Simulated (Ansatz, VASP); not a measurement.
# One calculation of InO, two programs

```
In O
1.0
     3.31547    0.00000    0.00000
    -1.65773    2.87128    0.00000
     0.00000    0.00000   17.14727
In O
2 2
Direct
  0.66667 0.33333 0.59002
  0.66667 0.33333 0.40998
  0.00000 0.00000 0.63987
  0.00000 0.00000 0.36013
```

Change from the starting cell: strain -0.040 along x and y, +0.080 along z, atoms carried along.

Alike in both runs: task single point; functional PBE; k mesh 12 × 12 × 2; occupations gaussian, width 0.03 eV; no spin polarisation.

|  | VASP | Ansatz |
| --- | --- | --- |
| version | VASP 6.6.1 | Ansatz 0.2.0 |
| potentials or method | VASP PAW PBE potentials, release 64 (In_d, O), cutoff 520 eV | scalar-relativistic, plane waves, PAW |
| valence electrons in the cell | 38 | 38 |

|  | VASP | Ansatz | Ansatz less VASP |
| --- | --- | --- | --- |
| gap on the k mesh at the Fermi level (eV) | none | none | - |
| rms of the force components (eV/Å) | 0.409 | 0.391 | -0.0186 |

Atom by atom the forces differ by 0.023 eV/Å (rms over components). A gap of «none» marks a metal or a gap that the smearing closes.
